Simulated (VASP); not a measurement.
WC, 2 atoms in the cell. It takes space group P-6m2 (No. 187, hexagonal). Conventional cell: a = 2.922 Å, b = 2.922 Å, c = 2.853 Å, α = 90.00°, β = 90.00°, γ = 120.00°. W (site symmetry -6m2) has 6 C at 2.21 Å and 8 W at 2.85 to 2.92 Å within 3.0 Å. C (site symmetry -6m2) has 6 W at 2.21 Å and 8 C at 2.85 to 2.92 Å within 3.0 Å. 

```yaml
Program: VASP 6.6.1
Task: single point
Functional: r2SCAN
Potentials_or_basis: VASP PAW PBE potentials, release 64 (W_sv, C)
Cutoff: 520 eV
k_mesh: 13 × 13 × 12
Occupations: fermi-dirac, width 0.0357 eV
Spin: no spin polarisation
Dipole_correction: no
Further_INCAR_settings: ALGO = Normal; EDIFF = 1e-07; NBANDS = 16
```

Potentials or basis: VASP PAW PBE potentials, release 64 (W_sv, C).

Run with:

```bash
$ cat potpaw_PBE.64/W_sv/POTCAR potpaw_PBE.64/C/POTCAR > POTCAR
$ cp INCAR.step1 INCAR
$ mpirun -np 1 vasp_std > vasp.out
$ cp INCAR.step2 INCAR
$ mpirun -np 1 vasp_std > vasp.out
```

Hardware: 1 thread of AMD EPYC 7571, with other jobs on the host.

Problem. Estimate the wall time of this run.

Solution. Run time: 16 min on 1 thread of AMD EPYC 7571, on a shared host, peak memory 0.21 GiB. Counts: k points 343.
